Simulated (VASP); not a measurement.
Write the native input for VASP 6.6.1 that does the following.

```yaml
Task: single point
Functional: LDA
Potentials_or_basis: VASP PAW LDA potentials, release 64 (Ta_pv, N)
Cutoff: 520 eV
k_mesh: 9 × 9 × 8
Occupations: fermi-dirac, width 0.02 eV
Spin: no spin polarisation
Dipole_correction: no
Further_INCAR_settings: ALGO = Normal; EDIFF = 1e-06; NBANDS = 15
```

The structure of TaN lies in POSCAR:

```
TaN
1.0
    2.9380000000      0.0000000000      0.0000000000
   -1.4690000000      2.5443826363      0.0000000000
    0.0000000000      0.0000000000      2.8830000000
Ta N
1 1
Direct
    0.4444445758      0.5555555913      0.5000000000
   -0.1111112603      0.1111110397      0.0000000000
```

The input as run:

INCAR

```
  PREC = Accurate
  ENCUT = 520
  EDIFF = 1E-6
  ISMEAR = -1
  SIGMA = 0.02
  LREAL = False
  LASPH = True
  NELM = 60
  ALGO = Normal
  ISIF = 2
  LWAVE = False
  LCHARG = False
  NBANDS = 15
```

KPOINTS

```
regular mesh
0
Gamma
  9 9 8
```

Potentials or basis: VASP PAW LDA potentials, release 64 (Ta_pv, N).

Run with:

```bash
$ cat potpaw_LDA.64/Ta_pv/POTCAR potpaw_LDA.64/N/POTCAR > POTCAR
$ mpirun -np 1 vasp_std > vasp.out
```

Results of the run:

- Pressure: 17.0 GPa
- Largest force: 2.917 eV/Å
- Band gap on the k mesh: zero (band 8 reaches 10.25 eV, above the bottom of band 9 at 7.67 eV)

Caveat: spin-orbit coupling is left out, which moves the levels of the heavy elements; forces of over 1 eV/Å act on the atoms, so gaps and moduli don't describe the material at rest.

Run time: 29 s on 1 thread of Intel(R) Xeon(R) Platinum 8259CL CPU @ 2.50GHz (Skylake/Cascade Lake) (shared host), peak memory 0.16 GiB.
